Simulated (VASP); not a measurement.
Wanted: the native input for a VASP 6.6.1 run.

```
Task                   : electric field gradients
Functional             : LDA
Potentials or basis    : VASP PAW LDA potentials, release 64 (Ti_sv)
Cutoff                 : 520 eV
k mesh                 : 17 × 17 × 17
Occupations            : fermi-dirac, width 0.08 eV
Spin                   : no spin polarisation
Dipole correction      : no
Further INCAR settings : ALGO = Normal; EDIFF = 1e-08; NBANDS = 12
```

The structure of Ti lies in POSCAR:

```
Ti
1.0
   -1.6410000000      1.6410000000      1.6410000000
    1.6410000000     -1.6410000000      1.6410000000
    1.6410000000      1.6410000000     -1.6410000000
Ti
1
Direct
    0.0000000000      0.0000000000      0.0000000000
```

One way to write it, as run:

INCAR

```
SYSTEM = Ti
PREC     = Accurate       ! precision mode
ENCUT    = 520            ! plane-wave cutoff, eV
EDIFF    = 1E-8           ! SCF threshold, eV
ISMEAR   = -1             ! smearing method
SIGMA    = 0.08           ! smearing width, eV
LREAL    = .False.        ! projectors in reciprocal space
LASPH    = .True.         ! aspherical terms in the spheres
NELM     = 60             ! most SCF steps
ALGO     = Normal         ! electronic algorithm
ISIF     = 2              ! what is computed and relaxed
LWAVE    = .False.        ! write WAVECAR
LCHARG   = .False.        ! write CHGCAR
GGA      = CA             ! functional
LEFG     = .True.       
NBANDS   = 12             ! bands
```

KPOINTS

```
regular mesh
0
Gamma
  17 17 17
  0 0 0
```

Potentials or basis: VASP PAW LDA potentials, release 64 (Ti_sv).

Command:

```bash
$ cat potpaw_LDA.64/Ti_sv/POTCAR > POTCAR
$ mpirun -np 1 vasp_std > vasp.out
```

It gave:

```json
{
 "Pressure": "-10.7 GPa",
 "Band gap on the k mesh": "zero (band 6 reaches 8.61 eV, above the bottom of band 7 at 7.05 eV)"
}
```

Caveat: without QUAD_EFG the Cq values of the log hold for a quadrupole moment of 1 mb, not for the nuclei.

Run time: 16 s on 1 thread of Intel(R) Xeon(R) Platinum 8488C (Sapphire Rapids), on a shared host, peak memory 0.15 GiB.
